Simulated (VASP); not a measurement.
# Ti6H in VASP: further runs

Runs on Ti6H. Level: PBE. Tasks: single point.

Everything below comes from runs of VASP 6.6.1. Logs are shortened: lines on timing, memory, paths and dates and some standing lists are left out, and cuts for length are marked.

## (1) The cell of the first run

The cell holds a slab with vacuum, 14 atoms: a = 5.664 Å, b = 4.579 Å, c = 24.551 Å, α = 90.00°, β = 90.00°, γ = 90.00°.

## (2) Single point, PBE

Input file INCAR:

```
PREC     = Accurate       # precision mode
ENCUT    = 520            # plane-wave cutoff, eV
EDIFF    = 1E-6           # SCF threshold, eV
ISMEAR   = 0              # smearing method
SIGMA    = 0.1            # smearing width, eV
LREAL    = F              # projectors in reciprocal space
LASPH    = T              # aspherical terms in the spheres
NELM     = 60             # most SCF steps
ALGO     = Normal         # electronic algorithm
ISIF     = 2              # what is computed and relaxed
LWAVE    = F              # write WAVECAR
LCHARG   = F              # write CHGCAR
LDIPOL   = T            
IDIPOL   = 3            
DIPOL    = 0.5 0.5 0.321
GGA      = PE             # functional
NBANDS   = 86             # bands
```

Input file KPOINTS:

```
Automatic mesh
0
Gamma
  5 6 1
```

Input file POSCAR:

```
Ti6H
1.0
    5.6639455763      0.0000000000      0.0000000000
    0.0000000000      4.5793473381      0.0000000000
    0.0000000000      0.0000000000     24.5506933039
Ti H
12 2
Direct
    0.2500000000      0.0000000000      0.1629281891
    0.7500000000      0.0000000000      0.1629281891
    0.0000000000      0.5000000000      0.2167736627
    0.5000000000      0.5000000000      0.2167736627
    0.2500000000      0.0000000000      0.2706191363
    0.7500000000      0.0000000000      0.2706191363
    0.2500000000      0.5000000000      0.3256599435
    0.7500000000      0.5000000000      0.3256599435
    0.0000000000      0.0000000000      0.3779650127
    0.5000000000      0.0000000000      0.3779650127
    0.2500000000      0.5000000000      0.4297513383
    0.7500000000      0.5000000000      0.4297513383
   -0.0662082633      0.0000000000      0.4611150147
    0.0662082633      0.0000000000      0.4611150147
```

Potentials or basis: VASP PAW PBE potentials, release 64 (Ti_sv, H).

The run is started by

```bash
$ cat potpaw_PBE.64/Ti_sv/POTCAR potpaw_PBE.64/H/POTCAR > POTCAR
$ mpirun -np 1 vasp_std > vasp.out
```

OUTCAR:

```text
PREC = Accurate
   ENCUT = 520
   EDIFF = 1E-6
   ISMEAR = 0
   LREAL = F
   LASPH = T
   NELM = 60
   ISIF = 2
   GGA = PE

 ion  position               nearest neighbor table
   1  0.250  0.000  0.163-   5 2.64   2 2.83   2 2.83
   2  0.750  0.000  0.163-   6 2.64   1 2.83   1 2.83
   3  0.000  0.500  0.217-   4 2.83   4 2.83
   4  0.500  0.500  0.217-   3 2.83   3 2.83
   5  0.250  0.000  0.271-   1 2.64   7 2.66   7 2.66   6 2.83   6 2.83
   6  0.750  0.000  0.271-   2 2.64   8 2.66   8 2.66   5 2.83   5 2.83
   7  0.250  0.500  0.326-  11 2.56   5 2.66   5 2.66   8 2.83   8 2.83
   8  0.750  0.500  0.326-  12 2.56   6 2.66   6 2.66   7 2.83   7 2.83
   9  0.000  0.000  0.378-  10 2.83  10 2.83
  10  0.500  0.000  0.378-   9 2.83   9 2.83
  11  0.250  0.500  0.430-   7 2.56  12 2.83  12 2.83
  12  0.750  0.500  0.430-   8 2.56  11 2.83  11 2.83
  13  0.934  0.000  0.461-  14 0.75
  14  0.066  0.000  0.461-  13 0.75

  LATTYP: Found a simple orthorhombic cell.
 ALAT       =     4.5793473381
 B/A-ratio  =     1.2368455935
 C/A-ratio  =     5.3611773668

  Lattice vectors:

 A1 = (   0.0000000000,  -4.5793473381,   0.0000000000)
 A2 = (   5.6639455763,   0.0000000000,   0.0000000000)
 A3 = (   0.0000000000,   0.0000000000,  24.5506933039)

Analysis of symmetry for initial positions (statically):
=====================================================================
 Subroutine PRICEL returns:
 Original cell was already a primitive cell.

 Routine SETGRP: Setting up the symmetry group for a
 simple orthorhombic supercell.

 Subroutine GETGRP returns: Found  4 space group operations
 (whereof  4 operations were pure point group operations)
 out of a pool of  8 trial point group operations.

The static configuration has the point symmetry C_2v.

Analysis of symmetry for dynamics (positions and initial velocities):
=====================================================================
 Subroutine PRICEL returns:
 Original cell was already a primitive cell.

 Routine SETGRP: Setting up the symmetry group for a
 simple orthorhombic supercell.

 Subroutine GETGRP returns: Found  4 space group operations
 (whereof  4 operations were pure point group operations)
 out of a pool of  8 trial point group operations.

The dynamic configuration has the point symmetry C_2v.

 Subroutine INISYM returns: Found  4 space group operations
 (whereof  4 operations are pure point group operations),
 and found     1 'primitive' translations

----------------------------------------------------------------------------------------

                                     Primitive cell

  volume of cell :     636.7756

  direct lattice vectors                    reciprocal lattice vectors
     5.663945576  0.000000000  0.000000000     0.176555369  0.000000000  0.000000000
     0.000000000  4.579347338  0.000000000     0.000000000  0.218371730  0.000000000
     0.000000000  0.000000000 24.550693304     0.000000000  0.000000000  0.040732047

  length of vectors
     5.663945576  4.579347338 24.550693304     0.176555369  0.218371730  0.040732047

  position of ions in fractional coordinates (direct lattice)
     0.250000000  0.000000000  0.162928189
     0.750000000  0.000000000  0.162928189
     0.000000000  0.500000000  0.216773663
     0.500000000  0.500000000  0.216773663
     0.250000000  0.000000000  0.270619136
     0.750000000  0.000000000  0.270619136
     0.250000000  0.500000000  0.325659943
     0.750000000  0.500000000  0.325659943
     0.000000000  0.000000000  0.377965013
     0.500000000  0.000000000  0.377965013
     0.250000000  0.500000000  0.429751338
     0.750000000  0.500000000  0.429751338
     0.933791737  0.000000000  0.461115015
     0.066208263  0.000000000  0.461115015

  ion indices of the primitive-cell ions
   primitive index   ion index
                 1           1
                 2           2
                 3           3
                 4           4
                 5           5
                 6           6
                 7           7
[... 27 lines left out ...]
     0.000000000  0.000000000  0.000000000

 Subroutine IBZKPT returns following result:
 ===========================================

 Found     12 irreducible k-points:

 Following reciprocal coordinates:
            Coordinates               Weight
  0.000000  0.000000  0.000000      1.000000
  0.200000  0.000000  0.000000      2.000000
  0.400000  0.000000  0.000000      2.000000
  0.000000  0.166667  0.000000      2.000000
  0.200000  0.166667  0.000000      4.000000
  0.400000  0.166667  0.000000      4.000000
  0.000000  0.333333  0.000000      2.000000
  0.200000  0.333333  0.000000      4.000000
  0.400000  0.333333  0.000000      4.000000
  0.000000  0.500000  0.000000      1.000000
  0.200000  0.500000  0.000000      2.000000
  0.400000  0.500000  0.000000      2.000000
   k-points           NKPTS =     12   k-points in BZ     NKDIM =     12   number of bands    NBANDS=     86
   number of dos      NEDOS =    301   number of ions     NIONS =     14
   total plane-waves  NPLWV = 290304
   dimension x,y,z NGX =    42 NGY =   36 NGZ =  192
   dimension x,y,z NGXF=    84 NGYF=   72 NGZF=  384
   ions per type =              12   2
   NGX,Y,Z   is equivalent  to a cutoff of  12.33, 13.07, 13.00 a.u.
   NGXF,Y,Z  is equivalent  to a cutoff of  24.66, 26.14, 26.00 a.u.
 SYSTEM =  unknown system
   PREC   = accura    normal or accurate (medium, high low for compatibility)
   ISTART =      0    job   : 0-new  1-cont  2-samecut
   ICHARG =      2    charge: 1-file 2-atom 10-const
   ISPIN  =      1    spin polarized calculation?
   LNONCOLLINEAR =      F non collinear calculations
   LSORBIT =      F    spin-orbit coupling
   LASPH  =      T    aspherical Exc in radial PAW
   ENCUT  =  520.0 eV  38.22 Ry    6.18 a.u.  10.53  8.51 45.65*2*pi/ulx,y,z
   NELM   =     60;   NELMIN=  2; NELMDL= -5     # of ELM steps
   EDIFF  = 0.1E-05   stopping-criterion for ELM
   LREAL  =      F    real-space projection
   EDIFFG = 0.1E-04   stopping-criterion for IOM
   NSW    =      0    number of steps for IOM
   IBRION =     -1    ionic relax: 0-MD 1-quasi-New 2-CG
   NFREE  =      0    steps in history (QN), initial steepest desc. (CG)
   ISIF   =      2    stress and relaxation
   ISYM   =      2    0-nonsym 1-usesym 2-fastsym
   POTIM  = 0.5000    time-step for ionic-motion
   TEBEG  =    0.0;   TEEND  =   0.0 temperature during run
   PSTRESS=    0.0 pullay stress
   NELECT =     146.0000    total number of electrons
   NUPDOWN=      -1.0000    fix difference up-down
   EMIN   =  10.00;   EMAX   =-10.00  energy-range for DOS
   EFERMI =   0.00;   METHOD = LEGACY
   ISMEAR =     0;   SIGMA  =   0.10  broadening in eV -4-tet -1-fermi 0-gaus
   EFERMI_NEDOS =   21; number of points for ismear=-14 and -15
   IALGO  =     38    algorithm
   IMIX   =      4    mixing-type and parameters
     AMIX     =   0.40;   BMIX     =  1.00
     AMIX_MAG =   1.60;   BMIX_MAG =  1.00
  volume/ion in A,a.u.               =      45.48       306.94
  Fermi-wavevector in a.u.,A,eV,Ry     =   1.001991  1.893488 13.660047  1.003985
  Thomas-Fermi vector in A             =   2.134449
   LORBIT       =      0    0 simple, 1 ext, 2 COOP (PROOUT), +10 PAW based schemes
   GGA     = PE    functional components
   LHFCALC =     F    Hartree Fock is set to
   AEXX    =    0.0000 exact exchange contribution
   IVDW    =     0    specifies the selected vdW correction
   LEPSILON=     F    determine dielectric tensor
   LRPA    =     F    only Hartree local field effects (RPA)
 non-spin polarized calculation
 Gauss-broadening in eV      SIGMA  =   0.10
  energy-cutoff  :      520.00
  volume of cell :      636.78
 maximum number of plane-waves:     17211
 NGX is ok and might be reduce to    42
   NGX = 21   NGY = 17   NGZ = 91

 dipolmoment           0.000000      0.000000      0.820619 electrons x Angstroem

 number of electron     146.0000060 magnetization

 dipolmoment           0.000000      0.000000     -0.042640 electrons x Angstroem

 Free energy of the ion-electron system (eV)
  ---------------------------------------------------
  ext. energy  EPLUGINS =         0.00000000
  ---------------------------------------------------
  free energy    TOTEN  =       -93.43576472 eV

  energy without entropy =      -93.32299442  energy(sigma->0) =      -93.37937957

 E-fermi :   0.6625     XC(G=0):  -4.7511

 val. band max:        0.6581271505   @ k =   0.4000   0.1667   0.0000
 cond. band min:       0.6635839286   @ k =   0.0000   0.0000   0.0000
 fundamental gap:      0.0054567781
 Fermi energy:         0.6625352978

 k-point     1 :       0.0000    0.0000    0.0000
  band No.  band energies     occupation
      1     -56.2960      2.00000
      2     -56.2538      2.00000
      3     -56.2343      2.00000
      4     -56.1915      2.00000
      5     -56.1803      2.00000
      6     -56.1295      2.00000
[... 1045 lines left out ...]
     84       1.2323      0.00000
     85       1.2862      0.00000
 [bands above 85 left out]

------------------------ aborting loop because EDIFF is reached ----------------------------------------

 vacuum level on the upper side and lower side of the slab       (xc-potential included)        -0.299         0.007

  FORCE on cell =-STRESS in cart. coord.  units (eV):
  Direction    XX          YY          ZZ          XY          YZ          ZX
  --------------------------------------------------------------------------------------
  -------------------------------------------------------------------------------------
  Total       -2.3224846     -9.9686859     -3.9749097      0.0000000      0.0000000      0.0000000
  in kB       -5.8435533    -25.0819950    -10.0011842      0.0000000      0.0000000      0.0000000
  external PRESSURE =     -13.6422442 kB  Pullay stress =       0.0000000 kB

 VOLUME and BASIS-vectors are now :
 -----------------------------------------------------------------------------
  energy-cutoff  :      520.00
  volume of cell :      636.78
      direct lattice vectors                 reciprocal lattice vectors
     5.663945576  0.000000000  0.000000000     0.176555369  0.000000000  0.000000000
     0.000000000  4.579347338  0.000000000     0.000000000  0.218371730  0.000000000
     0.000000000  0.000000000 24.550693304     0.000000000  0.000000000  0.040732047

 POSITION                                       TOTAL-FORCE (eV/Angst)
 -----------------------------------------------------------------------------------
      1.41599      0.00000      4.00000        -0.005007     -0.000000      0.410944
      4.24796      0.00000      4.00000         0.005007     -0.000000      0.410944
      0.00000      2.28967      5.32194        -0.000000     -0.000000      0.003680
      2.83197      2.28967      5.32194        -0.000000     -0.000000     -0.036571
      1.41599      0.00000      6.64389         0.046548     -0.000000     -0.399214
      4.24796      0.00000      6.64389        -0.046548     -0.000000     -0.399214
      1.41599      2.28967      7.99518        -0.065709     -0.000000      0.134556
      4.24796      2.28967      7.99518         0.065709     -0.000000      0.134556
      0.00000      0.00000      9.27930        -0.000000     -0.000000      0.733934
      2.83197      0.00000      9.27930        -0.000000     -0.000000     -0.123837
      1.41599      2.28967     10.55069         0.289312      0.000000     -0.229154
      4.24796      2.28967     10.55069        -0.289312     -0.000000     -0.229154
      5.28895      0.00000     11.32069        -2.755546     -0.000000     -0.205736
      0.37500      0.00000     11.32069         2.755546     -0.000000     -0.205736
 -----------------------------------------------------------------------------------
    total drift:                                0.000000      0.000000      0.000480

  FREE ENERGIE OF THE ION-ELECTRON SYSTEM (eV)
  ---------------------------------------------------
  free  energy   TOTEN  =       -93.4357647240 eV

  energy  without entropy=      -93.3229944188  energy(sigma->0) =      -93.37937957

 vacuum level on the upper side and lower side of the slab         3.654         3.967
```

Wall time 52 min (1 thread of Intel Xeon Platinum 8259CL at 2.50GHz (Skylake/Cascade Lake), shared host); peak memory 0.89 GiB.

Results:

```yaml
Free_energy: -93.4358 eV
Largest_force: 2.763 eV/Å
Band_gap_on_the_k_mesh: zero (band 73 reaches 0.71 eV, above the bottom of band 74 at 0.60 eV)
```

Forces on the atoms (eV/Å):
```
Ti  -0.005  0.000  0.411
Ti   0.005  0.000  0.411
Ti   0.000  0.000  0.004
Ti   0.000  0.000 -0.037
Ti   0.047  0.000 -0.399
Ti  -0.047  0.000 -0.399
Ti  -0.066  0.000  0.135
Ti   0.066  0.000  0.135
Ti   0.000  0.000  0.734
Ti   0.000  0.000 -0.124
Ti   0.289  0.000 -0.229
Ti  -0.289  0.000 -0.229
H   -2.756  0.000 -0.206
H    2.756  0.000 -0.206
```

Levels at points of the mesh, in eV from the Fermi level:
```csv
k point,band 69,band 70,band 71,band 72,band 73,band 74,band 75,band 76,band 77,band 78
"(0.00, 0.00, 0.00)",-0.59,-0.56,-0.44,-0.17,-0.04,0.00,0.05,0.28,0.28,0.31
"(0.00, 0.50, 0.00)",-0.41,-0.24,-0.24,-0.16,0.05,0.23,0.25,0.37,0.52,0.55
```

## (3) Single point, PBE

Input file INCAR:

```
PREC = Accurate
ENCUT = 520
EDIFF = 1E-6
ISMEAR = 0
SIGMA = 0.1
LREAL = False
LASPH = True
NELM = 100
ALGO = Normal
ISIF = 2
LWAVE = False
LCHARG = False
LDIPOL = True
IDIPOL = 3
DIPOL = 0.5 0.5 0.326
GGA = PE
NBANDS = 86
```

KPOINTS is that of step 2.

Changes to POSCAR since step 2:

```diff
@@ -20,3 +20,3 @@
     0.7500000000      0.5000000000      0.4297513383
-   -0.0662082633      0.0000000000      0.4611150147
-    0.0662082633      0.0000000000      0.4611150147
+   -0.1632254384      0.0000000000      0.5002177801
+    0.1632254384      0.0000000000      0.5002177801
```

Potentials or basis: VASP PAW PBE potentials, release 64 (Ti_sv, H).

The run is started by

```bash
$ cat potpaw_PBE.64/Ti_sv/POTCAR potpaw_PBE.64/H/POTCAR > POTCAR
$ mpirun -np 1 vasp_std > vasp.out
```

Run time: 39 min. Hardware: 1 thread of Intel Xeon Platinum 8375C at 2.90GHz (Ice Lake), shared host; peak memory 0.89 GiB.

It converged, with:

- Free energy: -91.3147 eV
- Largest force: 1.143 eV/Å
- Band gap on the k mesh: zero (band 73 reaches 0.24 eV, above the bottom of band 74 at 0.06 eV)

Forces on the atoms (eV/Å):
```
Ti   0.002  0.000  0.460
Ti  -0.002  0.000  0.460
Ti   0.000  0.000 -0.082
Ti   0.000  0.000 -0.069
Ti   0.010  0.000 -0.371
Ti  -0.010  0.000 -0.371
Ti  -0.021  0.000  0.040
Ti   0.021  0.000  0.040
Ti   0.000  0.000  0.605
Ti   0.000  0.000  0.017
Ti  -0.057  0.000  0.726
Ti   0.057  0.000  0.726
H    0.340  0.000 -1.091
H   -0.340  0.000 -1.091
```

Levels at points of the mesh, in eV from the Fermi level:
```
           k point  band 70  band 71  band 72  band 73  band 74  band 75  band 76  band 77
(0.00, 0.00, 0.00)    -0.52    -0.48    -0.16    -0.03     0.06     0.11     0.25     0.26
(0.00, 0.50, 0.00)    -0.27    -0.26    -0.17    -0.03     0.03     0.24     0.32     0.33
```
